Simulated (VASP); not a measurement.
# Mg3Te (Im-3m) in VASP: further runs

Runs on Mg3Te. Level: PBE. Tasks: single point, relaxation of cell and atoms.

All numbers are computed with VASP 6.6.1; they aren't measurements. Logs are shortened: lines on timing, memory, paths and dates and some standing lists are left out, and cuts for length are marked.

### Step 1. The cell of the first run

Symmetry: Im-3m, No. 229, cubic system. The conventional cell has a = 5.584 Å, b = 5.584 Å, c = 5.584 Å, α = 90.00°, β = 90.00°, γ = 90.00°. Mg (site symmetry 4/mmm) has 4 Mg at 2.79 Å and 2 Te at 2.79 Å within 3.7 Å. Within 3.7 Å of Te (site symmetry m-3m) lie 6 Mg at 2.79 Å.

### Step 2. Single point, PBE

The input, INCAR:

```
SYSTEM = Mg3Te
PREC = Accurate
ENCUT = 520
EDIFF = 1E-7
ISMEAR = 0
SIGMA = 0.1
LREAL = .FALSE.
LASPH = .TRUE.
NELM = 100
ALGO = Normal
ISIF = 2
LWAVE = .FALSE.
LCHARG = .FALSE.
GGA = PE
NBANDS = 14
```

The input, KPOINTS:

```
Automatic mesh
0
G
  4 4 4
  0 0 0
```

The input, POSCAR:

```
Mg3Te
1.0
   -2.7922021000      2.7922021000      2.7922021000
    2.7922021000     -2.7922021000      2.7922021000
    2.7922021000      2.7922021000     -2.7922021000
Mg Te
3 1
Direct
    0.0000000000      0.5000000000      0.5000000000
    0.5000000000      0.0000000000      0.5000000000
    0.5000000000      0.5000000000      0.0000000000
    0.0000000000      0.0000000000      0.0000000000
```

Potentials or basis: VASP PAW PBE potentials, release 64 (Mg, Te).

Started as:

```bash
$ cat potpaw_PBE.64/Mg/POTCAR potpaw_PBE.64/Te/POTCAR > POTCAR
$ mpirun -np 1 vasp_std > vasp.out
```

OUTCAR:

```text
SYSTEM = Mg3Te
   PREC = Accurate
   ENCUT = 520
   EDIFF = 1E-7
   ISMEAR = 0
   LREAL = .FALSE.
   LASPH = .TRUE.
   NELM = 100
   ISIF = 2
   GGA = PE

 ion  position               nearest neighbor table
   1  0.000  0.500  0.500-   2 2.79   3 2.79   4 2.79   4 2.79   3 2.79   2 2.79
   2  0.500  0.000  0.500-   1 2.79   3 2.79   4 2.79   3 2.79   4 2.79   1 2.79
   3  0.500  0.500  0.000-   1 2.79   2 2.79   4 2.79   2 2.79   1 2.79   4 2.79
   4  0.000  0.000  0.000-   1 2.79   2 2.79   3 2.79   1 2.79   2 2.79   3 2.79

  LATTYP: Found a body centered cubic cell.
 ALAT       =     5.5844042000

  Lattice vectors:

 A1 = (  -2.7922021000,   2.7922021000,   2.7922021000)
 A2 = (   2.7922021000,  -2.7922021000,   2.7922021000)
 A3 = (   2.7922021000,   2.7922021000,  -2.7922021000)

Analysis of symmetry for initial positions (statically):
=====================================================================
 Subroutine PRICEL returns:
 Original cell was already a primitive cell.

 Routine SETGRP: Setting up the symmetry group for a
 body centered cubic supercell.

 Subroutine GETGRP returns: Found 48 space group operations
 (whereof 48 operations were pure point group operations)
 out of a pool of 48 trial point group operations.

The static configuration has the point symmetry O_h .

Analysis of symmetry for dynamics (positions and initial velocities):
=====================================================================
 Subroutine PRICEL returns:
 Original cell was already a primitive cell.

 Routine SETGRP: Setting up the symmetry group for a
 body centered cubic supercell.

 Subroutine GETGRP returns: Found 48 space group operations
 (whereof 48 operations were pure point group operations)
 out of a pool of 48 trial point group operations.

The dynamic configuration has the point symmetry O_h .

 Subroutine INISYM returns: Found 48 space group operations
 (whereof 48 operations are pure point group operations),
 and found     1 'primitive' translations

----------------------------------------------------------------------------------------

                                     Primitive cell

  volume of cell :      87.0764

  direct lattice vectors                    reciprocal lattice vectors
    -2.792202100  2.792202100  2.792202100     0.000000000  0.179070132  0.179070132
     2.792202100 -2.792202100  2.792202100     0.179070132  0.000000000  0.179070132
     2.792202100  2.792202100 -2.792202100     0.179070132  0.179070132  0.000000000

  length of vectors
     4.836235902  4.836235902  4.836235902     0.253243410  0.253243410  0.253243410

  position of ions in fractional coordinates (direct lattice)
     0.000000000  0.500000000  0.500000000
     0.500000000  0.000000000  0.500000000
     0.500000000  0.500000000  0.000000000
     0.000000000  0.000000000  0.000000000

  ion indices of the primitive-cell ions
   primitive index   ion index
                 1           1
                 2           2
                 3           3
                 4           4

----------------------------------------------------------------------------------------

 KPOINTS: Automatic mesh

Automatic generation of k-mesh.
 Grid dimensions read from file:
 generate k-points for:    4    4    4

 Generating k-lattice:

  Cartesian coordinates                     Fractional coordinates (reciprocal lattice)
     0.000000000  0.044767533  0.044767533     0.250000000  0.000000000  0.000000000
     0.044767533  0.000000000  0.044767533     0.000000000  0.250000000  0.000000000
     0.044767533  0.044767533  0.000000000     0.000000000  0.000000000  0.250000000

  Length of vectors
     0.063310852  0.063310852  0.063310852

  Shift w.r.t. Gamma in fractional coordinates (k-lattice)
     0.000000000  0.000000000  0.000000000

 Subroutine IBZKPT returns following result:
 ===========================================

 Found      8 irreducible k-points:

 Following reciprocal coordinates:
            Coordinates               Weight
  0.000000  0.000000  0.000000      1.000000
  0.250000  0.000000  0.000000     12.000000
  0.500000  0.000000  0.000000      6.000000
  0.250000  0.250000  0.000000     24.000000
  0.250000  0.250000  0.250000      2.000000
 -0.250000  0.250000  0.250000      6.000000
  0.500000  0.500000  0.250000     12.000000
  0.500000  0.500000  0.500000      1.000000
   k-points           NKPTS =      8   k-points in BZ     NKDIM =      8   number of bands    NBANDS=     14
   number of dos      NEDOS =    301   number of ions     NIONS =      4
   total plane-waves  NPLWV =  46656
   dimension x,y,z NGX =    36 NGY =   36 NGZ =   36
   dimension x,y,z NGXF=    72 NGYF=   72 NGZF=   72
   ions per type =               3   1
   NGX,Y,Z   is equivalent  to a cutoff of  12.38, 12.38, 12.38 a.u.
   NGXF,Y,Z  is equivalent  to a cutoff of  24.75, 24.75, 24.75 a.u.
 SYSTEM =  Mg3Te
   PREC   = accura    normal or accurate (medium, high low for compatibility)
   ISTART =      0    job   : 0-new  1-cont  2-samecut
   ICHARG =      2    charge: 1-file 2-atom 10-const
   ISPIN  =      1    spin polarized calculation?
   LNONCOLLINEAR =      F non collinear calculations
   LSORBIT =      F    spin-orbit coupling
   LASPH  =      T    aspherical Exc in radial PAW
   ENCUT  =  520.0 eV  38.22 Ry    6.18 a.u.   8.99  8.99  8.99*2*pi/ulx,y,z
   NELM   =    100;   NELMIN=  2; NELMDL= -5     # of ELM steps
   EDIFF  = 0.1E-06   stopping-criterion for ELM
   LREAL  =      F    real-space projection
   EDIFFG = 0.1E-05   stopping-criterion for IOM
   NSW    =      0    number of steps for IOM
   IBRION =     -1    ionic relax: 0-MD 1-quasi-New 2-CG
   NFREE  =      0    steps in history (QN), initial steepest desc. (CG)
   ISIF   =      2    stress and relaxation
   ISYM   =      2    0-nonsym 1-usesym 2-fastsym
   POTIM  = 0.5000    time-step for ionic-motion
   TEBEG  =    0.0;   TEEND  =   0.0 temperature during run
   PSTRESS=    0.0 pullay stress
   NELECT =      12.0000    total number of electrons
   NUPDOWN=      -1.0000    fix difference up-down
   EMIN   =  10.00;   EMAX   =-10.00  energy-range for DOS
   EFERMI =   0.00;   METHOD = LEGACY
   ISMEAR =     0;   SIGMA  =   0.10  broadening in eV -4-tet -1-fermi 0-gaus
   EFERMI_NEDOS =   21; number of points for ismear=-14 and -15
   IALGO  =     38    algorithm
   IMIX   =      4    mixing-type and parameters
     AMIX     =   0.40;   BMIX     =  1.00
     AMIX_MAG =   1.60;   BMIX_MAG =  1.00
  volume/ion in A,a.u.               =      21.77       146.91
  Fermi-wavevector in a.u.,A,eV,Ry     =   0.845607  1.597965  9.728855  0.715051
  Thomas-Fermi vector in A             =   1.960822
   LORBIT       =      0    0 simple, 1 ext, 2 COOP (PROOUT), +10 PAW based schemes
   GGA     = PE    functional components
   LHFCALC =     F    Hartree Fock is set to
   AEXX    =    0.0000 exact exchange contribution
   IVDW    =     0    specifies the selected vdW correction
   LEPSILON=     F    determine dielectric tensor
   LRPA    =     F    only Hartree local field effects (RPA)
 non-spin polarized calculation
 Gauss-broadening in eV      SIGMA  =   0.10
  energy-cutoff  :      520.00
  volume of cell :       87.08
 maximum number of plane-waves:      2382
   NGX = 17   NGY = 17   NGZ = 17

 number of electron      12.0000001 magnetization

 Free energy of the ion-electron system (eV)
  ---------------------------------------------------
  ext. energy  EPLUGINS =         0.00000000
  ---------------------------------------------------
  free energy    TOTEN  =        -6.35389340 eV

  energy without entropy =       -6.33898207  energy(sigma->0) =       -6.34643774

 E-fermi :   5.2144     XC(G=0):  -9.2739

 val. band max:        5.2130664682   @ k =   0.2500   0.0000   0.0000
 cond. band min:       5.5282730860   @ k =   0.5000   0.5000   0.2500
 fundamental gap:      0.3152066178
 Fermi energy:         5.2143873627

 k-point     1 :       0.0000    0.0000    0.0000
  band No.  band energies     occupation
      1      -7.4099      2.00000
      2       1.6021      2.00000
      3       1.9254      2.00000
      4       1.9254      2.00000
      5       1.9254      2.00000
      6       6.4441      0.00000
      7       6.4441      0.00000
      8       6.4441      0.00000
      9       7.1548      0.00000
     10       7.1548      0.00000
     11       7.1548      0.00000
     12       7.7646      0.00000
     13       7.7646      0.00000
     14      13.4177      0.00000

 k-point     2 :       0.2500    0.0000    0.0000
  band No.  band energies     occupation
      1      -7.1880      2.00000
      2      -0.2936      2.00000
      3       1.5163      2.00000
      4       1.8027      2.00000
      5       3.2435      2.00000
      6       5.1199      1.81842
      7       5.2131      1.01490
      8       6.1593      0.00000
      9       8.1749      0.00000
     10       8.6449      0.00000
     11       9.5773      0.00000
     12       9.6053      0.00000
     13      10.1925      0.00000
     14      11.0422      0.00000

 k-point     3 :       0.5000    0.0000    0.0000
  band No.  band energies     occupation
      1      -6.9305      2.00000
      2      -1.2136      2.00000
      3       1.1949      2.00000
      4       1.6677      2.00000
      5       2.6975      2.00000
      6       4.5806      2.00000
      7       6.6274      0.00000
      8       6.8571      0.00000
      9       8.3075      0.00000
     10       8.3148      0.00000
     11      10.4766      0.00000
     12      11.6257      0.00000
     13      12.0785      0.00000
     14      12.6784      0.00000
[... 52 lines left out ...]
 k-point     7 :       0.5000    0.5000    0.2500
  band No.  band energies     occupation
      1      -6.8253      2.00000
      2      -0.6994      2.00000
      3       0.5851      2.00000
      4       0.6058      2.00000
      5       3.5314      2.00000
      6       4.3589      2.00000
      7       5.5283      0.00001
      8       6.0544      0.00000
      9       8.1664      0.00000
     10      10.8857      0.00000
     11      11.1648      0.00000
     12      11.3889      0.00000
     13      12.7014      0.00000
     14      12.7890      0.00000

 k-point     8 :       0.5000    0.5000    0.5000
  band No.  band energies     occupation
      1      -6.7156      2.00000
      2       0.2031      2.00000
      3       0.2031      2.00000
      4       0.2031      2.00000
      5       2.4600      2.00000
      6       2.4600      2.00000
      7       7.8245      0.00000
      8       7.8245      0.00000
      9       7.8245      0.00000
     10      10.6033      0.00000
     11      10.6033      0.00000
     12      10.6033      0.00000
     13      12.6311      0.00000
     14      13.3207      0.00000

------------------------ aborting loop because EDIFF is reached ----------------------------------------

  FORCE on cell =-STRESS in cart. coord.  units (eV):
  Direction    XX          YY          ZZ          XY          YZ          ZX
  --------------------------------------------------------------------------------------
  -------------------------------------------------------------------------------------
  Total        7.2534723      7.2534723      7.2534723      0.0000000      0.0000000      0.0000000
  in kB      133.4614993    133.4614993    133.4614993      0.0000000      0.0000000      0.0000000
  external PRESSURE =     133.4614993 kB  Pullay stress =       0.0000000 kB

 VOLUME and BASIS-vectors are now :
 -----------------------------------------------------------------------------
  energy-cutoff  :      520.00
  volume of cell :       87.08
      direct lattice vectors                 reciprocal lattice vectors
    -2.792202100  2.792202100  2.792202100     0.000000000  0.179070132  0.179070132
     2.792202100 -2.792202100  2.792202100     0.179070132  0.000000000  0.179070132
     2.792202100  2.792202100 -2.792202100     0.179070132  0.179070132  0.000000000

 POSITION                                       TOTAL-FORCE (eV/Angst)
 -----------------------------------------------------------------------------------
      2.79220      0.00000      0.00000        -0.000000      0.000000     -0.000000
      0.00000      2.79220      0.00000         0.000000     -0.000000      0.000000
      0.00000      0.00000      2.79220        -0.000000      0.000000     -0.000000
      0.00000      0.00000      0.00000        -0.000000      0.000000     -0.000000
 -----------------------------------------------------------------------------------
    total drift:                                0.000000     -0.000000     -0.000000

  FREE ENERGIE OF THE ION-ELECTRON SYSTEM (eV)
  ---------------------------------------------------
  free  energy   TOTEN  =        -6.3538934020 eV

  energy  without entropy=       -6.3389820703  energy(sigma->0) =       -6.34643774
```

Wall time 15 s (1 thread of Intel Xeon Platinum 8488C (Sapphire Rapids), shared host); peak memory 0.2 GiB.

What came out:

| Quantity | Value |
| --- | --- |
| Free energy | -6.3539 eV |
| Pressure | 13.3 GPa |
| Band gap on the k mesh | zero (band 6 reaches 6.44 eV, above the bottom of band 7 at 5.21 eV) |

Caveat: the k points lie up to 0.40 Å⁻¹ apart; spin-orbit coupling is left out, which moves the levels of the heavy elements.

### Step 3. Single point, PBE

This run uses another cell than the first one, of 28.84 Å³/atom, 1.325 times its volume.

The input, INCAR:

```
SYSTEM = Mg3Te
ALGO = Fast
EDIFF = 1E-6
ENCUT = 520
GGA = PE
ISIF = 2
ISMEAR = 0
LASPH = .True.
LCHARG = .False.
LREAL = .False.
LWAVE = .False.
NBANDS = 14
NELM = 80
PREC = Accurate
SIGMA = 0.1
```

The input, KPOINTS:

```
k-points
0
Gamma
  4 4 4
  0 0 0
```

The input, POSCAR:

```
Mg3Te
1.0
   -3.0666922550      3.0666922550      3.0666922550
    3.0666922550     -3.0666922550      3.0666922550
    3.0666922550      3.0666922550     -3.0666922550
Mg Te
3 1
Direct
    0.0000000000      0.5000000000      0.5000000000
    0.5000000000      0.0000000000      0.5000000000
    0.5000000000      0.5000000000      0.0000000000
    0.0000000000      0.0000000000      0.0000000000
```

Potentials or basis: VASP PAW PBE potentials, release 64 (Mg, Te).

Started as:

```bash
$ cat potpaw_PBE.64/Mg/POTCAR potpaw_PBE.64/Te/POTCAR > POTCAR
$ mpirun -np 1 vasp_std > vasp.out
```

Wall time 17 s (1 thread of Intel Xeon Platinum 8488C (Sapphire Rapids), shared host); peak memory 0.23 GiB.

It converged, with:

| Property | Result |
| --- | --- |
| Free energy | -7.3278 eV |
| Pressure | 0.2 GPa |
| Band gap on the k mesh | zero (band 6 reaches 4.26 eV, above the bottom of band 7 at 3.23 eV) |

Levels at points of the mesh, in eV from the Fermi level:
| k point | band 2 | band 3 | band 4 | band 5 | band 6 | band 7 | band 8 | band 9 | band 10 | band 11 |
| --- | --- | --- | --- | --- | --- | --- | --- | --- | --- | --- |
| (0.00, 0.00, 0.00) | -3.79 | -2.77 | -2.77 | -2.77 | 1.04 | 1.04 | 1.04 | 1.53 | 1.53 | 2.39 |
| (0.50, 0.00, 0.00) | -5.25 | -3.24 | -3.03 | -2.40 | -0.24 | 0.76 | 0.96 | 2.57 | 2.72 | 4.44 |
| (0.50, 0.50, 0.50) | -3.96 | -3.96 | -3.96 | -2.58 | -2.58 | 1.83 | 1.83 | 1.83 | 4.53 | 5.18 |

Caveat: the k points lie up to 0.36 Å⁻¹ apart; spin-orbit coupling is left out, which moves the levels of the heavy elements.

### Step 4. Relaxation of cell and atoms, PBE

The input, INCAR:

```
  PREC = Accurate
  ENCUT = 600
  EDIFF = 1E-6
  ISMEAR = 0
  SIGMA = 0.1
  LREAL = F
  LASPH = T
  NELM = 100
  ALGO = Normal
  ISIF = 3
  LWAVE = F
  LCHARG = F
  GGA = PE
  IBRION = 2
  NSW = 90
  EDIFFG = -0.04
```

The input, KPOINTS:

```
Automatic mesh
0
Gamma
  4 4 4
```

The input, POSCAR:

```
Mg3Te
1.0
   -2.7922021000      2.7922021000      2.7922021000
    2.7922021000     -2.7922021000      2.7922021000
    2.7922021000      2.7922021000     -2.7922021000
Mg Te
3 1
Direct
    0.0000000000      0.5000000000      0.5000000000
    0.5000000000      0.0000000000      0.5000000000
    0.5000000000      0.5000000000      0.0000000000
    0.0000000000      0.0000000000      0.0000000000
```

Started as:

```bash
$ cat potpaw_PBE.64/Mg/POTCAR potpaw_PBE.64/Te/POTCAR > POTCAR
$ mpirun -np 1 vasp_std > vasp.out
```

Wall time 49 s (1 thread of Intel Xeon Platinum 8488C (Sapphire Rapids), shared host); peak memory 0.24 GiB.

It converged, with:

- Free energy: -7.3279 eV
- Relaxed volume: 29.05 Å³/atom
- Relaxed cell: a = 5.324 Å, b = 5.324 Å, c = 5.324 Å, α = 109.47°, β = 109.47°, γ = 109.47°
- Space group after relaxing (to 0.05 Å): Im-3m (No. 229)
- Energy gained by relaxing: 243.4 meV/atom
- Ionic steps: 4
- Pressure after relaxing: 0.0 GPa
- Band gap on the k mesh: zero (band 6 reaches 4.21 eV, above the bottom of band 7 at 3.18 eV)

Step by step:
```csv
step,energy change (eV),largest force (eV/Å),pressure (GPa),volume (Å³)
1,0.0000,0.0000,13.34,87.08
2,-0.9598,0.0000,1.11,111.97
3,-0.9726,0.0000,-0.30,117.39
4,-0.9738,0.0000,-0.01,116.19
```

Final structure:
```
CELL_PARAMETERS angstrom
-3.07397 3.07397 3.07397
3.07397 -3.07397 3.07397
3.07397 3.07397 -3.07397
ATOMIC_POSITIONS crystal
Mg 0.00000 0.50000 0.50000
Mg 0.50000 0.00000 0.50000
Mg 0.50000 0.50000 0.00000
Te 0.00000 0.00000 0.00000
```

Levels at points of the mesh, in eV from the Fermi level:
```tsv
k point	band 2	band 3	band 4	band 5	band 6	band 7	band 8	band 9	band 10
(0.00, 0.00, 0.00)	-3.79	-2.75	-2.75	-2.75	1.05	1.05	1.05	1.51	1.51
(0.50, 0.00, 0.00)	-5.22	-3.21	-3.01	-2.39	-0.23	0.75	0.96	2.57	2.72
(0.50, 0.50, 0.50)	-3.93	-3.93	-3.93	-2.57	-2.57	1.82	1.82	1.82	4.48
```

Caveat: the k points lie up to 0.36 Å⁻¹ apart in the final cell; the volume moved by over 15 % at a fixed basis, so the end points are rough; spin-orbit coupling is left out, which moves the levels of the heavy elements.

### Step 5. Summary

| task | cell | cutoff (eV) | gap on the mesh (eV) | pressure (GPa) |
| --- | --- | --- | --- | --- |
| single point | a = 4.836 Å, angles 109.5°, 4 atoms | 520 | none | 13.3 |
| single point | a = 5.312 Å, angles 109.5°, 4 atoms | 520 | none | 0.2 |
| relaxation of cell and atoms | relaxed from a = 4.836 Å, angles 109.5°, 4 atoms | 600 | none | 0.0 |

Alike in all rows: level PBE; potentials or basis VASP PAW PBE potentials, release 64 (Mg, Te); no spin polarisation; k mesh 4 × 4 × 4; smearing gaussian 0.1 eV.

Caveats: all runs use coarse meshes; spin-orbit coupling is left out, which moves the levels of the heavy elements; the volume moved by over 15 % at a fixed basis, so the end points are rough (some runs).

Absolute energies hang on the potentials; compare differences alone.
